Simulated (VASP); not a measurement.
A run of VASP 6.6.1 is set up as follows.

File INCAR:

```
PREC = Accurate ; ENCUT = 520
EDIFF = 1E-7 ; ISMEAR = 0
SIGMA = 0.1 ; LREAL = False
LASPH = True ; NELM = 150
ALGO = Normal ; ISIF = 2
LWAVE = False ; LCHARG = True
ISPIN = 2 ; MAGMOM = 0 0 0 0 1
LORBIT = 11 ; GGA = PE
LELF = True ; LVHAR = True
NBANDS = 29
```

Contents of KPOINTS:

```
regular mesh
0
Gamma
  6 6 6
```

The input POSCAR:

```
Be2Cd2O
1.0
   -2.1242301691      2.1242301691      6.1277706376
    2.1242301691     -2.1242301691      6.1277706376
    2.1242301691      2.1242301691     -6.1277706376
Be Cd O
2 2 1
Direct
    0.1159921359      0.1159921359      0.0000000000
    0.8840078641      0.8840078641      0.0000000000
    0.2500000000      0.7500000000      0.5000000000
    0.7500000000      0.2500000000      0.5000000000
    0.0000000000      0.0000000000      0.0000000000
```

Potentials or basis: VASP PAW PBE potentials, release 64 (Be, Cd, O).

The run is started by

```console
$ cat potpaw_PBE.64/Be/POTCAR potpaw_PBE.64/Cd/POTCAR potpaw_PBE.64/O/POTCAR > POTCAR
$ mpirun -np 1 vasp_std > vasp.out
```

(1) Predict the largest force.

(2) Estimate the net moment.

(3) What does it give for the pressure?

(4) What does it give for the band gap on the k mesh?

Answers

(1) 0.074 eV/Å.

(2) 0.00 μB per cell.

(3) 0.2 GPa.

(4) zero (filled and empty bands overlap).
